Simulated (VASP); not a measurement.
# SiC (Moissanite 3C): density of states with PBEsol

The system is SiC (Moissanite 3C).

```xyz
2
Lattice="0.0000 2.1790 2.1790 2.1790 0.0000 2.1790 2.1790 2.1790 0.0000" Properties=species:S:1:pos:R:3 pbc="T T T"
Si    0.0000    0.0000    0.0000
C     1.0895    1.0895    1.0895
```

```yaml
Program: VASP 6.6.1
Task: density of states
Functional: PBEsol
Potentials_or_basis: VASP PAW PBE potentials, release 64 (Si, C)
Cutoff: 520 eV
k_mesh: 9 × 9 × 9
Occupations: gaussian, width 0.15 eV
Spin: no spin polarisation
Dipole_correction: no
k_mesh_for_the_DOS: 14 × 14 × 14
Occupations_for_the_DOS: tetrahedron
Further_INCAR_settings: ALGO = Normal; EDIFF = 1e-06
```

* Valence electrons inside the program's atomic spheres: Si 1.68; C 2.53

Levels at points of the mesh, in eV from the valence-band top:
| k point | band 2 | band 3 | band 4 | band 5 | band 6 | band 7 |
| --- | --- | --- | --- | --- | --- | --- |
| (0.00, 0.00, 0.00) | 0.00 | 0.00 | 0.00 | 6.19 | 7.24 | 7.24 |
| (0.50, 0.00, 0.00) | -8.60 | -1.06 | -1.06 | 5.37 | 7.14 | 7.14 |
| (0.50, 0.50, 0.00) | -7.83 | -3.21 | -3.21 | 1.23 | 4.20 | 13.95 |

Run time: 31 s on 1 thread of AMD EPYC 7R13, on a shared host, peak memory 0.11 GiB.
